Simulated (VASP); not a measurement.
ScCu:

```
Sc Cu
1.0
     3.25600    0.00000    0.00000
     0.00000    3.25600    0.00000
     0.00000    0.00000    3.25600
Sc Cu
1 1
Direct
  0.50000 0.50000 0.50000
  0.00000 0.00000 0.00000
```

- Program: VASP 6.6.1
- Task: relaxation of cell and atoms
- Functional: LDA
- Potentials or basis: VASP PAW LDA potentials, release 64 (Sc_sv, Cu_sv_GW)
- Cutoff: 700 eV
- k mesh: 8 × 8 × 8
- Occupations: fermi-dirac, width 0.05 eV
- Spin: no spin polarisation

At the start: pressure -8.8 GPa; volume 17.26 Å³/atom.

Task: Where does the relaxation end?

Result: Over 3 steps the energy falls by 46.0 meV/atom and the volume is 15.73 Å³/atom (-8.8 %); space group Pm-3m (No. 221, to 0.05 Å).

Step by step:
```tsv
step	energy change (eV)	largest force (eV/Å)	pressure (GPa)	volume (Å³)
1	0.0000	0.0000	-8.83	34.52
2	-0.0640	0.0000	6.30	29.98
3	-0.0920	0.0000	-0.06	31.47
```

Final structure:
```
Sc Cu
1.0
     3.15708    0.00000    0.00000
     0.00000    3.15708    0.00000
     0.00000    0.00000    3.15708
Sc Cu
1 1
Direct
  0.50000 0.50000 0.50000
  0.00000 0.00000 0.00000
```
